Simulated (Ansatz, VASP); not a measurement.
## HfO2: VASP beside Ansatz

The input INCAR:

```
SYSTEM = HfO2
PREC = Accurate
ENCUT = 520
EDIFF = 1E-6
ISMEAR = 0
SIGMA = 0.05
LREAL = .FALSE.
LASPH = .TRUE.
NELM = 100
ALGO = Normal
ISIF = 2
LWAVE = .FALSE.
LCHARG = .FALSE.
GGA = PE
NBANDS = 56
```

The input KPOINTS:

```
Automatic mesh
0
G
  6 6 3
  0 0 0
```

POSCAR

```
HfO2
1.0
   -2.5575000000     -2.5575000000      0.0000000000
    2.5575000000     -2.5575000000      0.0000000000
    0.0000000000      0.0000000000     10.7300000000
Hf O
4 8
Direct
    0.0000000000      0.0000000000      0.8938140727
    0.5000000000      0.5000000000      0.1787628145
    0.0000000000      0.0000000000      0.4171132339
    0.5000000000      0.5000000000      0.6554636533
    0.5000000000      0.0000000000      0.0595876048
    0.0000000000      0.5000000000      0.2979380242
    0.5000000000      0.0000000000      0.5362884436
    0.0000000000      0.5000000000      0.7746388630
    0.5000000000      0.0000000000      0.2979380242
    0.0000000000      0.5000000000      0.5362884436
    0.5000000000      0.0000000000      0.7746388630
    0.0000000000      0.5000000000      0.0595876048
```

Input for Ansatz:

```yaml
crystal:
  lattice:
    - [-2.5575, -2.5575, 0.0]
    - [2.5575, -2.5575, 0.0]
    - [0.0, 0.0, 10.73]
  atoms:
    - { symbol: Hf, position: [0.0, 0.0, 0.8938140727] }
    - { symbol: Hf, position: [0.5, 0.5, 0.1787628145] }
    - { symbol: Hf, position: [0.0, 0.0, 0.4171132339] }
    - { symbol: Hf, position: [0.5, 0.5, 0.6554636533] }
    - { symbol: O, position: [0.5, 0.0, 0.0595876048] }
    - { symbol: O, position: [0.0, 0.5, 0.2979380242] }
    - { symbol: O, position: [0.5, 0.0, 0.5362884436] }
    - { symbol: O, position: [0.0, 0.5, 0.774638863] }
    - { symbol: O, position: [0.5, 0.0, 0.2979380242] }
    - { symbol: O, position: [0.0, 0.5, 0.5362884436] }
    - { symbol: O, position: [0.5, 0.0, 0.774638863] }
    - { symbol: O, position: [0.0, 0.5, 0.0595876048] }
basis:
  ecutwfc: 420
kpoints:
  mp_grid: { grid: [6, 6, 3] }
hamiltonian:
  xc: pbe
scf:
  occupations: { method: gaussian, width: 0.05 }
output:
  forces: true
  stress: true
  eigenvalues: true
```

Alike in both runs: task single point; functional PBE; k mesh 6 × 6 × 3; occupations gaussian, width 0.05 eV; no spin polarisation.

|  | VASP | Ansatz |
| --- | --- | --- |
| version | VASP 6.6.1 | Ansatz 0.2.0 |
| potentials or method | VASP PAW PBE potentials, release 64 (Hf_pv, O), cutoff 520 eV | scalar-relativistic, plane waves, PAW |
| valence electrons in the cell | 88 | 152 |

```csv
,VASP,Ansatz,Ansatz less VASP
gap on the k mesh at the Fermi level (eV),0.63,0.67,+0.039
least direct gap on the mesh (eV),0.63,0.67,+0.039
pressure (GPa),-11.9,-8.8,+3.10
"traceless stress, the component that is largest in VASP (GPa)",-13.15,-13.08,+0.070
rms of the force components (eV/Å),1.167,1.193,+0.0259
```

Atom by atom the forces differ by 0.029 eV/Å (rms over components). The functional is the same, so the differences come from potentials, cutoffs and numerics. VASP's potentials hold 88 valence electrons a cell and Ansatz's 152, so a difference there can come from the potentials and not from the codes.

Neither program's run includes spin-orbit coupling.
